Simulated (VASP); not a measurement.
## CdS: single point with LDA

CdS:

```
Cd S
1.0
     0.00000    2.59262    2.59262
     2.59262    0.00000    2.59262
     2.59262    2.59262    0.00000
Cd S
1 1
Direct
  0.00000 0.00000 0.00000
  0.50000 0.50000 0.50000
```

| Item | Value |
| --- | --- |
| Program | VASP 6.6.1 |
| Task | single point |
| Functional | LDA |
| Potentials or basis | VASP PAW LDA potentials, release 64 (Cd, S) |
| Cutoff | 520 eV |
| k mesh | 16 × 16 × 16 |
| Occupations | fermi-dirac, width 0.08 eV |
| Spin | no spin polarisation |

| Quantity | Value |
| --- | --- |
| Pressure | 11.1 GPa |
| Band gap on the k mesh | zero (band 9 reaches 4.57 eV, above the bottom of band 10 at 4.51 eV) |

Levels at points of the mesh, in eV from the Fermi level:
| k point | band 5 | band 6 | band 7 | band 8 | band 9 | band 10 | band 11 | band 12 | band 13 | band 14 |
| --- | --- | --- | --- | --- | --- | --- | --- | --- | --- | --- |
| (0.00, 0.00, 0.00) | -8.34 | -8.34 | -1.35 | -1.35 | -1.35 | 1.31 | 8.99 | 8.99 | 8.99 | 10.76 |
| (0.50, 0.00, 0.00) | -8.01 | -8.01 | -5.90 | -0.17 | -0.17 | 2.93 | 5.36 | 5.36 | 7.87 | 12.57 |
| (0.50, 0.50, 0.00) | -7.90 | -6.82 | -5.72 | -3.11 | -3.11 | -0.23 | 5.48 | 10.55 | 12.08 | 12.08 |

Wall time 31 s on 1 thread of Intel(R) Xeon(R) 6975P-C (Granite Rapids) (shared host), peak memory 0.19 GiB.
